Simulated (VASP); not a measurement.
A run of VASP 6.6.1 is set up as follows.

The input INCAR:

```
PREC = Accurate
ENCUT = 520
EDIFF = 1E-7
ISMEAR = 0
SIGMA = 0.1
LREAL = False
LASPH = True
NELM = 150
ALGO = Normal
ISIF = 2
LWAVE = False
LCHARG = False
ISPIN = 2
MAGMOM = 0 0 0 0 0
LORBIT = 11
LMAXMIX = 4
GGA = PE
NBANDS = 34
```

The input KPOINTS:

```
regular mesh
0
Gamma
  4 4 4
```

File POSCAR:

```
HfNbF3
1.0
    2.9873433355      0.0000000000      0.0000000000
    0.0000000000      3.7282774317      3.3890562735
    0.0000000000     -3.7282774317      3.3890562735
Hf Nb F
1 1 3
Direct
    0.5000000000      0.2758737670      0.2758737670
    0.0000000000     -0.0758795819     -0.0758795819
    0.5000000000      0.6309783554      1.0455146639
    0.5000000000      1.0455146639      0.6309783554
    0.0000000000      0.5165127956      0.5165127956
```

Potentials or basis: VASP PAW PBE potentials, release 64 (Hf_pv, Nb_sv, F).

Run with:

```console
$ cat potpaw_PBE.64/Hf_pv/POTCAR potpaw_PBE.64/Nb_sv/POTCAR potpaw_PBE.64/F/POTCAR > POTCAR
$ mpirun -np 1 vasp_std > vasp.out
```

Task: Predict the largest force.

Result: 0.148 eV/Å.

Task: What does it give for the band gap on the k mesh?

Result: 0.57 eV (least direct gap 0.67 eV).

Task: What does it give for the net moment?

Result: 0.00 μB per cell.

Stress tensor (GPa, compression positive):
```
-0.88  0.00  0.00
 0.00 -1.18  0.00
 0.00  0.00 -1.03
```

Caveat: the k points lie up to 0.53 Å⁻¹ apart; spin-orbit coupling is left out, which moves the levels of the heavy elements. A k mesh can miss the band edges.
